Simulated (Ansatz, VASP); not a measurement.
One calculation of Zr2N, two programs

File POSCAR:

```
Zr2N
1.0
    5.4130027300      0.0000000000      0.0000000000
    0.0000000000      5.4130027300      0.0000000000
    0.0000000000      0.0000000000      3.3077891900
Zr N
4 2
Direct
    0.2961254600      0.2961254600      0.0000000000
    0.7038745400      0.7038745400      0.0000000000
    0.7961254600      0.2038745400      0.5000000000
    0.2038745400      0.7961254600      0.5000000000
    0.0000000000      0.0000000000      0.0000000000
    0.5000000000      0.5000000000      0.5000000000
```

The input INCAR.step1:

```
PREC     = Accurate       # precision mode
ENCUT    = 520            # plane-wave cutoff, eV
ISMEAR   = 0              # smearing method
SIGMA    = 0.5            # smearing width, eV
LREAL    = False          # projectors in reciprocal space
LASPH    = True           # aspherical terms in the spheres
NELM     = 80             # most SCF steps
NBANDS   = 38             # bands
GGA      = PE             # functional
ALGO     = Normal         # electronic algorithm
EDIFF    = 1E-4           # SCF threshold, eV
LWAVE    = True           # write WAVECAR
LCHARG   = False          # write CHGCAR
```

The input INCAR.step2:

```
PREC     = Accurate       # precision mode
ENCUT    = 520            # plane-wave cutoff, eV
EDIFF    = 1E-6           # SCF threshold, eV
ISMEAR   = 0              # smearing method
SIGMA    = 0.5            # smearing width, eV
LREAL    = False          # projectors in reciprocal space
LASPH    = True           # aspherical terms in the spheres
NELM     = 80             # most SCF steps
ALGO     = Normal         # electronic algorithm
ISIF     = 2              # what is computed and relaxed
LWAVE    = False          # write WAVECAR
LCHARG   = True           # write CHGCAR
METAGGA  = R2SCAN         # meta-GGA
LMIXTAU  = True         
LELF     = True           # ELF
LVHAR    = True         
NBANDS   = 38             # bands
ISTART   = 1
```

Contents of KPOINTS:

```
Automatic mesh
0
Gamma
  8 8 10
```

Input for Ansatz:

```yaml
crystal:
  lattice:
    - [5.41300273, 0.0, 0.0]
    - [0.0, 5.41300273, 0.0]
    - [0.0, 0.0, 3.30778919]
  atoms:
    - { symbol: Zr, position: [0.29612546, 0.29612546, 0.0] }
    - { symbol: Zr, position: [0.70387454, 0.70387454, 0.0] }
    - { symbol: Zr, position: [0.79612546, 0.20387454, 0.5] }
    - { symbol: Zr, position: [0.20387454, 0.79612546, 0.5] }
    - { symbol: "N", position: [0.0, 0.0, 0.0] }
    - { symbol: "N", position: [0.5, 0.5, 0.5] }
basis:
  ecutwfc: 500
kpoints:
  mp_grid: { grid: [8, 8, 10] }
hamiltonian:
  xc: r2scan
scf:
  occupations: { method: gaussian, width: 0.5 }
output:
  forces: true
  stress: true
  eigenvalues: true
```

Alike in both runs: task single point; functional r2SCAN; k mesh 8 × 8 × 10; occupations gaussian, width 0.5 eV; no spin polarisation.

|  | VASP | Ansatz |
| --- | --- | --- |
| version | VASP 6.6.1 | Ansatz 0.2.0 |
| potentials or method | VASP PAW PBE potentials, release 64 (Zr_sv, N), cutoff 520 eV | scalar-relativistic, plane waves, PAW |
| valence electrons in the cell | 58 | 58 |

```tsv
	VASP	Ansatz	Ansatz less VASP
gap on the k mesh at the Fermi level (eV)	none	none	-
pressure (GPa)	0.0	-0.1	-0.14
traceless stress, the component that is largest in VASP (GPa)	-0.12	-0.14	-0.015
rms of the force components (eV/Å)	0.006	0.004	-0.0021
```

VASP's potentials were made for PBE, not for r2SCAN. Atom by atom the forces differ by 0.002 eV/Å (rms over components). A gap of «none» marks a metal or a gap that the smearing closes. With one functional, cell and mesh, what is left measures potentials, basis and numerics.
